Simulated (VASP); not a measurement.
# Ru (Pm-3m) in VASP: further runs

Runs on Ru. Level: PBEsol. Tasks: density of states.

Program: VASP 6.6.1. These are calculated values, not measurements. Logs are shortened: lines on timing, memory, paths and dates and some standing lists are left out, and cuts for length are marked.

### Step 1. The cell of the first run

It takes space group Pm-3m (No. 221, cubic). The conventional cell has a = 1.828 Å, b = 1.828 Å, c = 1.828 Å, α = 90.00°, β = 90.00°, γ = 90.00°. Within 2.4 Å of Ru (site symmetry m-3m) lie 6 Ru at 1.83 Å.

### Step 2. Density of states, PBEsol (volume scaled by 0.4)

Contents of POSCAR:

```
Ru
1.0
    1.8279599001      0.0000000000      0.0000000000
    0.0000000000      1.8279599001      0.0000000000
    0.0000000000      0.0000000000      1.8279599001
Ru
1
Direct
    0.0000000000      0.0000000000      0.0000000000
```

Contents of INCAR.step1:

```
PREC = Accurate
ENCUT = 520
EDIFF = 1E-6
ISMEAR = -1
SIGMA = 0.1
LREAL = F
LASPH = T
NELM = 60
ALGO = Normal
ISIF = 2
LWAVE = F
LCHARG = T
LMAXMIX = 4
GGA = PS
NBANDS = 13
```

Contents of KPOINTS.step1:

```
Automatic mesh
0
Gamma
  15 15 15
```

Contents of INCAR.step2:

```
PREC = Accurate
ENCUT = 520
EDIFF = 1E-6
ISMEAR = -5
SIGMA = 0.1
LREAL = F
LASPH = T
NELM = 60
ALGO = Normal
ISIF = 2
LWAVE = F
LCHARG = F
LMAXMIX = 4
GGA = PS
LORBIT = 10
NEDOS = 2001
ICHARG = 11
```

Contents of KPOINTS.step2:

```
Automatic mesh
0
Gamma
  23 23 23
```

Potentials or basis: VASP PAW PBE potentials, release 64 (Ru_pv).

Started as:

```
> cat potpaw_PBE.64/Ru_pv/POTCAR > POTCAR
> cp INCAR.step1 INCAR
> cp KPOINTS.step1 KPOINTS
> mpirun -np 1 vasp_std > vasp.out
> cp INCAR.step2 INCAR
> cp KPOINTS.step2 KPOINTS
> mpirun -np 1 vasp_std > vasp.out
```

OUTCAR:

```text
PREC = Accurate
   ENCUT = 520
   EDIFF = 1E-6
   ISMEAR = -5
   LREAL = F
   LASPH = T
   NELM = 60
   ISIF = 2
   GGA = PS
   LORBIT = 10
   ICHARG = 11

 ion  position               nearest neighbor table
   1  0.000  0.000  0.000-

  LATTYP: Found a simple cubic cell.
 ALAT       =     1.8279599001

  Lattice vectors:

 A1 = (   1.8279599001,   0.0000000000,   0.0000000000)
 A2 = (   0.0000000000,   1.8279599001,   0.0000000000)
 A3 = (   0.0000000000,   0.0000000000,   1.8279599001)

Analysis of symmetry for initial positions (statically):
=====================================================================
 Subroutine PRICEL returns:
 Original cell was already a primitive cell.

 Routine SETGRP: Setting up the symmetry group for a
 simple cubic supercell.

 Subroutine GETGRP returns: Found 48 space group operations
 (whereof 48 operations were pure point group operations)
 out of a pool of 48 trial point group operations.

The static configuration has the point symmetry O_h .

Analysis of symmetry for dynamics (positions and initial velocities):
=====================================================================
 Subroutine PRICEL returns:
 Original cell was already a primitive cell.

 Routine SETGRP: Setting up the symmetry group for a
 simple cubic supercell.

 Subroutine GETGRP returns: Found 48 space group operations
 (whereof 48 operations were pure point group operations)
 out of a pool of 48 trial point group operations.

The dynamic configuration has the point symmetry O_h .

 Subroutine INISYM returns: Found 48 space group operations
 (whereof 48 operations are pure point group operations),
 and found     1 'primitive' translations

----------------------------------------------------------------------------------------

                                     Primitive cell

  volume of cell :       6.1080

  direct lattice vectors                    reciprocal lattice vectors
     1.827959900  0.000000000  0.000000000     0.547057952  0.000000000  0.000000000
     0.000000000  1.827959900  0.000000000     0.000000000  0.547057952  0.000000000
     0.000000000  0.000000000  1.827959900     0.000000000  0.000000000  0.547057952

  length of vectors
     1.827959900  1.827959900  1.827959900     0.547057952  0.547057952  0.547057952

  position of ions in fractional coordinates (direct lattice)
     0.000000000  0.000000000  0.000000000

  ion indices of the primitive-cell ions
   primitive index   ion index
                 1           1

----------------------------------------------------------------------------------------

 KPOINTS: Automatic mesh

Automatic generation of k-mesh.
 Grid dimensions read from file:
 generate k-points for:   23   23   23

 Generating k-lattice:

  Cartesian coordinates                     Fractional coordinates (reciprocal lattice)
     0.023785128  0.000000000  0.000000000     0.043478261  0.000000000  0.000000000
     0.000000000  0.023785128  0.000000000     0.000000000  0.043478261  0.000000000
     0.000000000  0.000000000  0.023785128     0.000000000  0.000000000  0.043478261

  Length of vectors
     0.023785128  0.023785128  0.023785128

  Shift w.r.t. Gamma in fractional coordinates (k-lattice)
     0.000000000  0.000000000  0.000000000

 TETIRR: Found   6051 inequivalent tetrahedra from    73002

 Subroutine IBZKPT returns following result:
 ===========================================

 Found    364 irreducible k-points:

 Following reciprocal coordinates:
            Coordinates               Weight
  0.000000  0.000000  0.000000      1.000000
  0.043478  0.000000  0.000000      6.000000
  0.086957  0.000000  0.000000      6.000000
  0.130435  0.000000  0.000000      6.000000
  0.173913  0.000000  0.000000      6.000000
  0.217391  0.000000  0.000000      6.000000
[... 16 lines left out ...]
  0.478261  0.043478  0.000000     24.000000
  0.086957  0.086957  0.000000     12.000000
 [... further k-points ...]
   k-points           NKPTS =    364   k-points in BZ     NKDIM =    364   number of bands    NBANDS=     11
   number of dos      NEDOS =   2001   number of ions     NIONS =      1
   total plane-waves  NPLWV =   2744
   dimension x,y,z NGX =    14 NGY =   14 NGZ =   14
   dimension x,y,z NGXF=    28 NGYF=   28 NGZF=   28
   ions per type =               1
   NGX,Y,Z   is equivalent  to a cutoff of  12.73, 12.73, 12.73 a.u.
   NGXF,Y,Z  is equivalent  to a cutoff of  25.46, 25.46, 25.46 a.u.
 SYSTEM =  unknown system
   PREC   = accura    normal or accurate (medium, high low for compatibility)
   ISTART =      0    job   : 0-new  1-cont  2-samecut
   ICHARG =     11    charge: 1-file 2-atom 10-const
   ISPIN  =      1    spin polarized calculation?
   LNONCOLLINEAR =      F non collinear calculations
   LSORBIT =      F    spin-orbit coupling
   LASPH  =      T    aspherical Exc in radial PAW
   ENCUT  =  520.0 eV  38.22 Ry    6.18 a.u.   3.40  3.40  3.40*2*pi/ulx,y,z
   NELM   =     60;   NELMIN=  2; NELMDL=  0     # of ELM steps
   EDIFF  = 0.1E-05   stopping-criterion for ELM
   LREAL  =      F    real-space projection
   EDIFFG = 0.1E-04   stopping-criterion for IOM
   NSW    =      0    number of steps for IOM
   IBRION =     -1    ionic relax: 0-MD 1-quasi-New 2-CG
   NFREE  =      0    steps in history (QN), initial steepest desc. (CG)
   ISIF   =      2    stress and relaxation
   ISYM   =      2    0-nonsym 1-usesym 2-fastsym
   POTIM  = 0.5000    time-step for ionic-motion
   TEBEG  =    0.0;   TEEND  =   0.0 temperature during run
   PSTRESS=    0.0 pullay stress
   NELECT =      14.0000    total number of electrons
   NUPDOWN=      -1.0000    fix difference up-down
   EMIN   =  10.00;   EMAX   =-10.00  energy-range for DOS
   EFERMI =   0.00;   METHOD = LEGACY
   ISMEAR =    -5;   SIGMA  =   0.10  broadening in eV -4-tet -1-fermi 0-gaus
   EFERMI_NEDOS =   21; number of points for ismear=-14 and -15
   IALGO  =     38    algorithm
   IMIX   =      4    mixing-type and parameters
     AMIX     =   0.40;   BMIX     =  1.00
     AMIX_MAG =   1.60;   BMIX_MAG =  1.00
  volume/ion in A,a.u.               =       6.11        41.22
  Fermi-wavevector in a.u.,A,eV,Ry     =   2.158494  4.078962 63.390854  4.659096
  Thomas-Fermi vector in A             =   3.132776
   LORBIT       =     10    0 simple, 1 ext, 2 COOP (PROOUT), +10 PAW based schemes
   GGA     = PS    functional components
   LHFCALC =     F    Hartree Fock is set to
   AEXX    =    0.0000 exact exchange contribution
   IVDW    =     0    specifies the selected vdW correction
   LEPSILON=     F    determine dielectric tensor
   LRPA    =     F    only Hartree local field effects (RPA)
 non-spin polarized calculation
 Fermi weights with tetrahedron method with Bloechl corrections
  energy-cutoff  :      520.00
  volume of cell :        6.11
 maximum number of plane-waves:       174
 NGX is ok and might be reduce to    14

 number of electron      13.9999990 magnetization

 Free energy of the ion-electron system (eV)
  ---------------------------------------------------
  ext. energy  EPLUGINS =         0.00000000
  ---------------------------------------------------
  free energy    TOTEN  =        13.27280202 eV

  energy without entropy =       13.27280202  energy(sigma->0) =       13.27280202

 E-fermi :  34.6788     XC(G=0): -19.5979

 val. band max:       34.7228602472   @ k =   0.4348   0.3478   0.2609
 cond. band min:      34.4147241515   @ k =   0.2609   0.1304   0.0000
 fundamental gap:     -0.3081360957
 Fermi energy:        34.6788068130

 k-point     1 :       0.0000    0.0000    0.0000
  band No.  band energies     occupation
      1      -8.8946      2.00000
      2      -8.8946      2.00000
      3      -8.8946      2.00000
      4      16.8372      2.00000
      5      16.8372      2.00000
      6      23.7314      2.00000
      7      40.6470      0.00000
      8      40.6470      0.00000
      9      40.6470      0.00000
     10      44.3877      0.00000
     11      60.0229      0.00000

 k-point     2 :       0.0435    0.0000    0.0000
  band No.  band energies     occupation
      1      -9.2161      2.00000
      2      -8.8684      2.00000
      3      -8.8684      2.00000
      4      16.8804      2.00000
      5      17.1514      2.00000
      6      23.8906      2.00000
      7      40.2922      0.00000
      8      40.2922      0.00000
      9      40.6710      0.00000
     10      44.3824      0.00000
     11      59.3771      0.00000

 k-point     3 :       0.0870    0.0000    0.0000
  band No.  band energies     occupation
      1     -10.1133      2.00000
      2      -8.7913      2.00000
      3      -8.7913      2.00000
      4      17.0082      2.00000
      5      17.9896      2.00000
      6      24.4008      2.00000
      7      39.3298      0.00000
      8      39.3298      0.00000
      9      40.7416      0.00000
     10      44.3671      0.00000
     11      57.7868      0.00000

 k-point     4 :       0.1304    0.0000    0.0000
  band No.  band energies     occupation
      1     -11.4248      2.00000
      2      -8.6679      2.00000
      3      -8.6679      2.00000
      4      17.2152      2.00000
      5      19.0949      2.00000
      6      25.3431      2.00000
      7      37.9811      0.00000
      8      37.9811      0.00000
      9      40.8545      0.00000
     10      44.3439      0.00000
     11      55.8136      0.00000
[... 239 lines left out ...]
 k-point    22 :       0.4348    0.0435    0.0000
  band No.  band energies     occupation
      1     -20.5092      2.00000
      2      -7.7145      2.00000
      3      -7.3962      2.00000
      4      19.7391      2.00000
      5      25.2743      2.00000
      6      28.4587      2.00000
      7      29.6391      2.00000
      8      34.2752      1.33909
      9      41.6936      0.00000
     10      44.1602      0.00000
     11      47.8475      0.00000

 k-point    23 :       0.4783    0.0435    0.0000
  band No.  band energies     occupation
      1     -20.8560      2.00000
      2      -7.6510      2.00000
      3      -7.3342      2.00000
      4      19.8661      2.00000
      5      25.6652      2.00000
      6      28.1133      2.00000
      7      29.3407      2.00000
      8      34.1268      1.50789
      9      41.7520      0.00000
     10      44.1532      0.00000
     11      47.4002      0.00000

 k-point    24 :       0.0870    0.0870    0.0000
  band No.  band energies     occupation
      1     -10.0125      2.00000
      2      -9.9956      2.00000
      3      -8.6885      2.00000
      4      17.6392      2.00000
      5      18.7590      2.00000
      6      24.9308      2.00000
      7      38.0045      0.00000
      8      39.2241      0.00000
      9      39.6582      0.00000
     10      44.3465      0.00000
     11      58.3721      0.00000

 [... further k-points ...]
[... 5 lines left out ...]
  --------------------------------------------------------------------------------------
  -------------------------------------------------------------------------------------
  Total       65.0122445     65.0122445     65.0122445     -0.0000000      0.0000000      0.0000000
  in kB    17053.1946444  17053.1946444  17053.1946444     -0.0000000      0.0000000      0.0000000
  external PRESSURE =   17053.1946444 kB  Pullay stress =       0.0000000 kB

 VOLUME and BASIS-vectors are now :
 -----------------------------------------------------------------------------
  energy-cutoff  :      520.00
  volume of cell :        6.11
      direct lattice vectors                 reciprocal lattice vectors
     1.827959900  0.000000000  0.000000000     0.547057952  0.000000000  0.000000000
     0.000000000  1.827959900  0.000000000     0.000000000  0.547057952  0.000000000
     0.000000000  0.000000000  1.827959900     0.000000000  0.000000000  0.547057952

 POSITION                                       TOTAL-FORCE (eV/Angst)
 -----------------------------------------------------------------------------------
      0.00000      0.00000      0.00000         0.000000      0.000000      0.000000
 -----------------------------------------------------------------------------------
    total drift:                               -0.000000     -0.000000     -0.000000

  FREE ENERGIE OF THE ION-ELECTRON SYSTEM (eV)
  ---------------------------------------------------
  free  energy   TOTEN  =        13.2728020215 eV

  energy  without entropy=       13.2728020215  energy(sigma->0) =       13.27280202

 total charge

# of ion       s       p       d       tot
------------------------------------------
    1        0.816   7.120   8.582  16.518
```

Run time: 7 s. Hardware: 1 thread of Intel Xeon 6975P-C (Granite Rapids), shared host; peak memory 0.14 GiB.

Caveat: the cell differs from its parent crystal (volume scaled by 0.4); the PAW data sets were made with another functional, which shifts forces and pressure a little; tetrahedron occupations give inexact forces and stress in metals.

### Step 3. Density of states, PBEsol (volume scaled by 0.65)

Contents of POSCAR:

```
Ru
1.0
    2.1490727604      0.0000000000      0.0000000000
    0.0000000000      2.1490727604      0.0000000000
    0.0000000000      0.0000000000      2.1490727604
Ru
1
Direct
    0.0000000000      0.0000000000      0.0000000000
```

Contents of INCAR.step1:

```
PREC     = Accurate       # precision mode
ENCUT    = 520            # plane-wave cutoff, eV
EDIFF    = 1E-6           # SCF threshold, eV
ISMEAR   = -1             # smearing method
SIGMA    = 0.1            # smearing width, eV
LREAL    = False          # projectors in reciprocal space
LASPH    = True           # aspherical terms in the spheres
NELM     = 60             # most SCF steps
ALGO     = Normal         # electronic algorithm
ISIF     = 2              # what is computed and relaxed
LWAVE    = False          # write WAVECAR
LCHARG   = True           # write CHGCAR
LMAXMIX  = 4              # l up to which the mixer works
GGA      = PS             # functional
NBANDS   = 13             # bands
```

Contents of KPOINTS.step1:

```
regular mesh
0
Gamma
  15 15 15
```

Contents of INCAR.step2:

```
PREC     = Accurate       # precision mode
ENCUT    = 520            # plane-wave cutoff, eV
EDIFF    = 1E-6           # SCF threshold, eV
ISMEAR   = -5             # smearing method
SIGMA    = 0.1            # smearing width, eV
LREAL    = False          # projectors in reciprocal space
LASPH    = True           # aspherical terms in the spheres
NELM     = 60             # most SCF steps
ALGO     = Normal         # electronic algorithm
ISIF     = 2              # what is computed and relaxed
LWAVE    = False          # write WAVECAR
LCHARG   = False          # write CHGCAR
LMAXMIX  = 4              # l up to which the mixer works
GGA      = PS             # functional
LORBIT   = 10             # projections on sites
NBANDS   = 13             # bands
NEDOS    = 1001           # points of the DOS
ICHARG   = 11             # starting density
```

Contents of KPOINTS.step2:

```
regular mesh
0
Gamma
  23 23 23
```

Potentials or basis: VASP PAW PBE potentials, release 64 (Ru_pv).

Started as:

```
> cat potpaw_PBE.64/Ru_pv/POTCAR > POTCAR
> cp INCAR.step1 INCAR
> cp KPOINTS.step1 KPOINTS
> mpirun -np 1 vasp_std > vasp.out
> cp INCAR.step2 INCAR
> cp KPOINTS.step2 KPOINTS
> mpirun -np 1 vasp_std > vasp.out
```

Wall time 14 s (1 thread of Intel Xeon 6975P-C, shared host); peak memory 0.16 GiB.

Results (log left out):

| Item | Value |
| --- | --- |
| Valence electrons inside the program's atomic spheres | Ru 13.96 |

Levels at points of the mesh, in eV from the Fermi level:
| k point | band 4 | band 5 | band 6 | band 7 | band 8 | band 9 | band 10 | band 11 |
| --- | --- | --- | --- | --- | --- | --- | --- | --- |
| (0.00, 0.00, 0.00) | -10.04 | -10.02 | -10.02 | 3.23 | 3.23 | 3.23 | 10.33 | 20.27 |

Caveat: the cell differs from its parent crystal (volume scaled by 0.65); the PAW data sets were made with another functional, which shifts forces and pressure a little; tetrahedron occupations give inexact forces and stress in metals.

### Step 4. Density of states, PBEsol

This run uses another cell than the first one, of 15.27 Å³/atom, 2.500 times its volume.

Contents of POSCAR:

```
Ru
1.0
    2.4809232776      0.0000000000      0.0000000000
    0.0000000000      2.4809232776      0.0000000000
    0.0000000000      0.0000000000      2.4809232776
Ru
1
Direct
    0.0000000000      0.0000000000      0.0000000000
```

Contents of INCAR.step1:

```
PREC = Accurate
ENCUT = 520
EDIFF = 1E-6
ISMEAR = -1
SIGMA = 0.1
LREAL = False
LASPH = True
NELM = 80
ALGO = Normal
ISIF = 2
LWAVE = False
LCHARG = True
LMAXMIX = 4
GGA = PS
NBANDS = 13
```

KPOINTS.step1 is that of step 3.

Contents of INCAR.step2:

```
PREC = Accurate
ENCUT = 520
EDIFF = 1E-6
ISMEAR = -5
SIGMA = 0.1
LREAL = False
LASPH = True
NELM = 80
ALGO = Normal
ISIF = 2
LWAVE = False
LCHARG = False
LMAXMIX = 4
GGA = PS
LORBIT = 11
NBANDS = 13
NEDOS = 2001
ICHARG = 11
```

KPOINTS.step2 is that of step 3.

Started as:

```
> cat potpaw_PBE.64/Ru_pv/POTCAR > POTCAR
> cp INCAR.step1 INCAR
> cp KPOINTS.step1 KPOINTS
> mpirun -np 1 vasp_std > vasp.out
> cp INCAR.step2 INCAR
> cp KPOINTS.step2 KPOINTS
> mpirun -np 1 vasp_std > vasp.out
```

Run time: 27 s. Hardware: 1 thread of Intel Xeon 6975P-C, shared host; peak memory 0.18 GiB.

It converged, with:

```yaml
Valence_electrons_inside_the_program's_atomic_spheres: Ru 12.73
```

Levels at points of the mesh, in eV from the Fermi level:
| k point | band 4 | band 5 | band 6 | band 7 | band 8 | band 9 | band 10 | band 11 |
| --- | --- | --- | --- | --- | --- | --- | --- | --- |
| (0.00, 0.00, 0.00) | -7.46 | -5.65 | -5.65 | 1.69 | 1.69 | 1.69 | 10.71 | 16.80 |

Caveat: the PAW data sets were made with another functional, which shifts forces and pressure a little; tetrahedron occupations give inexact forces and stress in metals.
